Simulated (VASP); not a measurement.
# Mo16S in VASP: single point with PBE

Aim: the single point of Mo16S with PBE.

Everything below comes from runs of VASP 6.6.1. Logs are shortened: lines on timing, memory, paths and dates and some standing lists are left out, and cuts for length are marked.

### Step 1. The cell of the first run

The cell holds a slab with vacuum, 17 atoms: a = 6.321 Å, b = 6.321 Å, c = 20.088 Å, α = 90.00°, β = 90.00°, γ = 90.00°.

### Step 2. Single point, PBE

Input file INCAR:

```
SYSTEM = Mo16S
  PREC = Accurate
  ENCUT = 520
  EDIFF = 1E-6
  ISMEAR = 0
  SIGMA = 0.1
  LREAL = Auto
  LASPH = .TRUE.
  NELM = 60
  ALGO = Normal
  ISIF = 2
  LWAVE = .FALSE.
  LCHARG = .FALSE.
  LDIPOL = .TRUE.
  IDIPOL = 3
  DIPOL = 0.5 0.5 0.327
  GGA = PE
  NBANDS = 129
```

Input file KPOINTS:

```
regular mesh
0
G
  4 4 1
  0 0 0
```

Input file POSCAR:

```
Mo16S
1.0
    6.3209357480      0.0000000000      0.0000000000
    0.0000000000      6.3209357480      0.0000000000
    0.0000000000      0.0000000000     20.0883894757
Mo S
16 1
Direct
    0.2500000000      0.2500000000      0.1991199944
    0.2500000000      0.7500000000      0.1991199944
    0.7500000000      0.2500000000      0.1991199944
    0.7500000000      0.7500000000      0.1991199944
    0.0000000000      0.0000000000      0.2777840375
    0.0000000000      0.5000000000      0.2777840375
    0.5000000000      0.0000000000      0.2777840375
    0.5000000000      0.5000000000      0.2777840375
    0.2500000000      0.2500000000      0.3589730511
    0.2500000000      0.7500000000      0.3589730511
    0.7500000000      0.2500000000      0.3589730511
    0.7500000000      0.7500000000      0.3589730511
    0.0000000000      0.0000000000      0.4275300161
    0.0000000000      0.5000000000      0.4275300161
    0.5000000000      0.0000000000      0.4275300161
    0.5000000000      0.5000000000      0.4275300161
    0.1875000000      0.1875000000      0.5013120468
```

Potentials or basis: VASP PAW PBE potentials, release 64 (Mo_sv, S).

Command:

```sh
$ cat potpaw_PBE.64/Mo_sv/POTCAR potpaw_PBE.64/S/POTCAR > POTCAR
$ mpirun -np 1 vasp_std > vasp.out
```

OUTCAR:

```text
SYSTEM = Mo16S
   PREC = Accurate
   ENCUT = 520
   EDIFF = 1E-6
   ISMEAR = 0
   LREAL = Auto
   LASPH = .TRUE.
   NELM = 60
   ISIF = 2
   GGA = PE

 ion  position               nearest neighbor table
   1  0.250  0.250  0.199-   5 2.74   6 2.74   7 2.74   8 2.74   2 3.16   3 3.16   2 3.16   3 3.16
                             9 3.21
   2  0.250  0.750  0.199-   5 2.74   6 2.74   7 2.74   8 2.74   1 3.16   4 3.16   1 3.16   4 3.16
                            10 3.21
   3  0.750  0.250  0.199-   5 2.74   6 2.74   7 2.74   8 2.74   1 3.16   4 3.16   4 3.16   1 3.16
                            11 3.21
   4  0.750  0.750  0.199-   5 2.74   6 2.74   7 2.74   8 2.74   2 3.16   3 3.16   3 3.16   2 3.16
                            12 3.21
   5  0.000  0.000  0.278-   1 2.74   2 2.74   3 2.74   4 2.74   9 2.77  10 2.77  11 2.77  12 2.77
                            13 3.01   7 3.16   6 3.16   6 3.16   7 3.16
   6  0.000  0.500  0.278-   1 2.74   2 2.74   3 2.74   4 2.74   9 2.77  10 2.77  11 2.77  12 2.77
                            14 3.01   8 3.16   5 3.16   5 3.16   8 3.16
   7  0.500  0.000  0.278-   1 2.74   2 2.74   3 2.74   4 2.74   9 2.77  10 2.77  11 2.77  12 2.77
                            15 3.01   8 3.16   5 3.16   8 3.16   5 3.16
   8  0.500  0.500  0.278-   1 2.74   2 2.74   3 2.74   4 2.74   9 2.77  10 2.77  11 2.77  12 2.77
                            16 3.01   7 3.16   6 3.16   7 3.16   6 3.16
   9  0.250  0.250  0.359-  13 2.63  14 2.63  15 2.63  16 2.63   5 2.77   6 2.77   7 2.77   8 2.77
                            17 2.91  11 3.16  10 3.16  10 3.16  11 3.16   1 3.21
  10  0.250  0.750  0.359-  13 2.63  14 2.63  15 2.63  16 2.63   5 2.77   6 2.77   7 2.77   8 2.77
                             9 3.16  12 3.16   9 3.16  12 3.16   2 3.21
  11  0.750  0.250  0.359-  13 2.63  14 2.63  15 2.63  16 2.63   5 2.77   6 2.77   7 2.77   8 2.77
                             9 3.16  12 3.16  12 3.16   9 3.16   3 3.21
  12  0.750  0.750  0.359-  13 2.63  14 2.63  15 2.63  16 2.63   5 2.77   6 2.77   7 2.77   8 2.77
                            10 3.16  11 3.16  11 3.16  10 3.16   4 3.21
  13  0.000  0.000  0.428-  17 2.24  10 2.63  11 2.63  12 2.63   9 2.63   5 3.01  15 3.16  14 3.16
                            14 3.16  15 3.16
  14  0.000  0.500  0.428-   9 2.63  10 2.63  11 2.63  12 2.63  17 2.74   6 3.01  16 3.16  13 3.16
                            13 3.16  16 3.16
  15  0.500  0.000  0.428-   9 2.63  10 2.63  11 2.63  12 2.63  17 2.74   7 3.01  16 3.16  13 3.16
                            16 3.16  13 3.16
  16  0.500  0.500  0.428-   9 2.63  10 2.63  11 2.63  12 2.63   8 3.01  14 3.16  15 3.16  15 3.16
                            14 3.16
  17  0.188  0.188  0.501-  13 2.24  14 2.74  15 2.74   9 2.91

  LATTYP: Found a simple tetragonal cell.
 ALAT       =     6.3209357480
 C/A-ratio  =     3.1780720888

  Lattice vectors:

 A1 = (   6.3209357480,   0.0000000000,   0.0000000000)
 A2 = (   0.0000000000,   6.3209357480,   0.0000000000)
 A3 = (   0.0000000000,   0.0000000000,  20.0883894757)

Analysis of symmetry for initial positions (statically):
=====================================================================
 Subroutine PRICEL returns:
 Original cell was already a primitive cell.

 Routine SETGRP: Setting up the symmetry group for a
 simple tetragonal supercell.

 Subroutine GETGRP returns: Found  2 space group operations
 (whereof  2 operations were pure point group operations)
 out of a pool of 16 trial point group operations.

The static configuration has the point symmetry C_1h.

Analysis of symmetry for dynamics (positions and initial velocities):
=====================================================================
 Subroutine PRICEL returns:
 Original cell was already a primitive cell.

 Routine SETGRP: Setting up the symmetry group for a
 simple tetragonal supercell.

 Subroutine GETGRP returns: Found  2 space group operations
 (whereof  2 operations were pure point group operations)
 out of a pool of 16 trial point group operations.

The dynamic configuration has the point symmetry C_1h.

 Subroutine INISYM returns: Found  2 space group operations
 (whereof  2 operations are pure point group operations),
 and found     1 'primitive' translations

----------------------------------------------------------------------------------------

                                     Primitive cell

  volume of cell :     802.6161

  direct lattice vectors                    reciprocal lattice vectors
     6.320935748  0.000000000  0.000000000     0.158204424  0.000000000  0.000000000
     0.000000000  6.320935748  0.000000000     0.000000000  0.158204424  0.000000000
     0.000000000  0.000000000 20.088389476     0.000000000  0.000000000  0.049779999

  length of vectors
     6.320935748  6.320935748 20.088389476     0.158204424  0.158204424  0.049779999
[... 60 lines left out ...]

 Subroutine IBZKPT returns following result:
 ===========================================

 Found      7 irreducible k-points:

 Following reciprocal coordinates:
            Coordinates               Weight
  0.000000  0.000000  0.000000      1.000000
  0.250000  0.000000  0.000000      4.000000
  0.500000  0.000000  0.000000      2.000000
  0.250000  0.250000  0.000000      2.000000
 -0.250000  0.250000  0.000000      2.000000
  0.500000  0.250000  0.000000      4.000000
  0.500000  0.500000  0.000000      1.000000
   k-points           NKPTS =      7   k-points in BZ     NKDIM =      7   number of bands    NBANDS=    129
   number of dos      NEDOS =    301   number of ions     NIONS =     17
   total plane-waves  NPLWV = 345600
   dimension x,y,z NGX =    48 NGY =   48 NGZ =  150
   dimension x,y,z NGXF=    96 NGYF=   96 NGZF=  300
   ions per type =              16   1
   NGX,Y,Z   is equivalent  to a cutoff of  12.62, 12.62, 12.41 a.u.
   NGXF,Y,Z  is equivalent  to a cutoff of  25.25, 25.25, 24.83 a.u.
 SYSTEM =  Mo16S
   PREC   = accura    normal or accurate (medium, high low for compatibility)
   ISTART =      0    job   : 0-new  1-cont  2-samecut
   ICHARG =      2    charge: 1-file 2-atom 10-const
   ISPIN  =      1    spin polarized calculation?
   LNONCOLLINEAR =      F non collinear calculations
   LSORBIT =      F    spin-orbit coupling
   LASPH  =      T    aspherical Exc in radial PAW
   ENCUT  =  520.0 eV  38.22 Ry    6.18 a.u.  11.75 11.75 37.35*2*pi/ulx,y,z
   NELM   =     60;   NELMIN=  2; NELMDL= -5     # of ELM steps
   EDIFF  = 0.1E-05   stopping-criterion for ELM
   LREAL  =      T    real-space projection
   EDIFFG = 0.1E-04   stopping-criterion for IOM
   NSW    =      0    number of steps for IOM
   IBRION =     -1    ionic relax: 0-MD 1-quasi-New 2-CG
   NFREE  =      0    steps in history (QN), initial steepest desc. (CG)
   ISIF   =      2    stress and relaxation
   ISYM   =      2    0-nonsym 1-usesym 2-fastsym
   POTIM  = 0.5000    time-step for ionic-motion
   TEBEG  =    0.0;   TEEND  =   0.0 temperature during run
   PSTRESS=    0.0 pullay stress
   NELECT =     230.0000    total number of electrons
   NUPDOWN=      -1.0000    fix difference up-down
   EMIN   =  10.00;   EMAX   =-10.00  energy-range for DOS
   EFERMI =   0.00;   METHOD = LEGACY
   ISMEAR =     0;   SIGMA  =   0.10  broadening in eV -4-tet -1-fermi 0-gaus
   EFERMI_NEDOS =   21; number of points for ismear=-14 and -15
   IALGO  =     38    algorithm
   IMIX   =      4    mixing-type and parameters
     AMIX     =   0.40;   BMIX     =  1.00
     AMIX_MAG =   1.60;   BMIX_MAG =  1.00
  volume/ion in A,a.u.               =      47.21       318.61
  Fermi-wavevector in a.u.,A,eV,Ry     =   1.079315  2.039609 15.849706  1.164921
  Thomas-Fermi vector in A             =   2.215277
   LORBIT       =      0    0 simple, 1 ext, 2 COOP (PROOUT), +10 PAW based schemes
   GGA     = PE    functional components
   LHFCALC =     F    Hartree Fock is set to
   AEXX    =    0.0000 exact exchange contribution
   IVDW    =     0    specifies the selected vdW correction
   LEPSILON=     F    determine dielectric tensor
   LRPA    =     F    only Hartree local field effects (RPA)
 non-spin polarized calculation
 Gauss-broadening in eV      SIGMA  =   0.10
  energy-cutoff  :      520.00
  volume of cell :      802.62
 maximum number of plane-waves:     21671
   NGX = 23   NGY = 23   NGZ = 75

 dipolmoment           0.000000      0.000000     -0.017445 electrons x Angstroem

 number of electron     230.0000020 magnetization

 dipolmoment           0.000000      0.000000      0.113384 electrons x Angstroem

 Free energy of the ion-electron system (eV)
  ---------------------------------------------------
  ext. energy  EPLUGINS =         0.00000000
  ---------------------------------------------------
  free energy    TOTEN  =      -165.36146198 eV

  energy without entropy =     -165.28248598  energy(sigma->0) =     -165.32197398

 E-fermi :   1.3635     XC(G=0):  -5.4883

 val. band max:        1.3612345338   @ k =   0.2500   0.0000   0.0000
 cond. band min:       1.4468797345   @ k =   0.2500   0.0000   0.0000
 fundamental gap:      0.0856452007
 Fermi energy:         1.3634892347

 k-point     1 :       0.0000    0.0000    0.0000
  band No.  band energies     occupation
      1     -59.6272      2.00000
      2     -59.4944      2.00000
      3     -59.4259      2.00000
      4     -59.4257      2.00000
      5     -59.4167      2.00000
      6     -59.4069      2.00000
[... 899 lines left out ...]
    126       2.5694      0.00000
    127       2.6187      0.00000
 [bands above 127 left out]

------------------------ aborting loop because EDIFF is reached ----------------------------------------

 vacuum level on the upper side and lower side of the slab       (xc-potential included)         0.127        -0.367

  FORCE on cell =-STRESS in cart. coord.  units (eV):
  Direction    XX          YY          ZZ          XY          YZ          ZX
  --------------------------------------------------------------------------------------
  -------------------------------------------------------------------------------------
  Total      -18.8053953    -18.8053953     -9.7581382      1.6532051      2.5899519      2.5899516
  in kB      -37.5392142    -37.5392142    -19.4791354      3.3001178      5.1700460      5.1700455
  external PRESSURE =     -31.5191879 kB  Pullay stress =       0.0000000 kB

 VOLUME and BASIS-vectors are now :
 -----------------------------------------------------------------------------
  energy-cutoff  :      520.00
  volume of cell :      802.62
      direct lattice vectors                 reciprocal lattice vectors
     6.320935748  0.000000000  0.000000000     0.158204424  0.000000000  0.000000000
     0.000000000  6.320935748  0.000000000     0.000000000  0.158204424  0.000000000
     0.000000000  0.000000000 20.088389476     0.000000000  0.000000000  0.049779999

 POSITION                                       TOTAL-FORCE (eV/Angst)
 -----------------------------------------------------------------------------------
      1.58023      1.58023      4.00000         0.026713      0.026713      1.982884
      1.58023      4.74070      4.00000         0.052999     -0.000837      1.858068
      4.74070      1.58023      4.00000        -0.000837      0.052999      1.858068
      4.74070      4.74070      4.00000        -0.039482     -0.039482      1.746175
      0.00000      0.00000      5.58023         0.000109      0.000109     -1.830155
      0.00000      3.16047      5.58023        -0.097862      0.048984     -1.851653
[... 9 lines left out ...]
      3.16047      3.16047      8.58839        -0.338207     -0.338207      0.227886
      1.18518      1.18518     10.07055         1.559076      1.559076     -0.000174
 -----------------------------------------------------------------------------------
    total drift:                                0.000013      0.000013     -0.003855

  FREE ENERGIE OF THE ION-ELECTRON SYSTEM (eV)
  ---------------------------------------------------
  free  energy   TOTEN  =      -165.3614619827 eV

  energy  without entropy=     -165.2824859786  energy(sigma->0) =     -165.32197398

 vacuum level on the upper side and lower side of the slab         5.610         5.082
```

Run time: 71 min. Hardware: 1 thread of Intel Xeon 8259CL, shared host; peak memory 0.96 GiB.

What came out:

| Item | Value |
| --- | --- |
| Free energy | -165.3615 eV |
| Largest force | 2.205 eV/Å |
| Band gap on the k mesh | zero (bands 115 and 116 overlap by 0.55 eV) |

Forces on the atoms (eV/Å):
```
Mo   0.027  0.027  1.983
Mo   0.053 -0.001  1.858
Mo  -0.001  0.053  1.858
Mo  -0.039 -0.039  1.746
Mo   0.000  0.000 -1.830
Mo  -0.098  0.049 -1.852
Mo   0.049 -0.098 -1.852
Mo   0.146  0.146 -1.924
Mo   0.314  0.314 -0.279
Mo   0.089 -0.355 -0.246
Mo  -0.355  0.089 -0.246
Mo  -0.594 -0.594 -0.734
Mo  -0.965 -0.965 -0.129
Mo   0.400 -0.246  0.710
Mo  -0.246  0.400  0.710
Mo  -0.338 -0.338  0.228
S    1.559  1.559  0.000
```

The gap in the log of VASP goes by the Fermi energy; the results here count the filled bands.